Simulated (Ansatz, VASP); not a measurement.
One calculation of Nb, two programs

```xyz
1
Lattice="2.6831 0.0000 0.0000 0.0000 2.6831 0.0000 0.0000 0.0000 2.6831" Properties=species:S:1:pos:R:3 pbc="T T T"
Nb    0.0000    0.0000    0.0000
```

Alike in both runs: functional PBEsol; k mesh 14 × 14 × 14; occupations fermi-dirac, width 0.1 eV; no spin polarisation.

Ansatz relaxed the structure, and its values are those at the end. VASP's run is a single point on that final structure, the one shown.

|  | VASP | Ansatz |
| --- | --- | --- |
| version | VASP 6.6.1 | Ansatz 0.2.0 |
| potentials or method | VASP PAW PBE potentials, release 64 (Nb_sv) | PAW with Ansatz's default frozen-core files, scalar-relativistic |
| plane-wave cutoff (eV) | 520 | 420 |
| valence electrons in the cell | 13 | 13 |

```tsv
	VASP	Ansatz	Ansatz less VASP
pressure (GPa)	-0.1	0.0	+0.15
```

VASP's potentials were made for PBE, not for PBEsol.
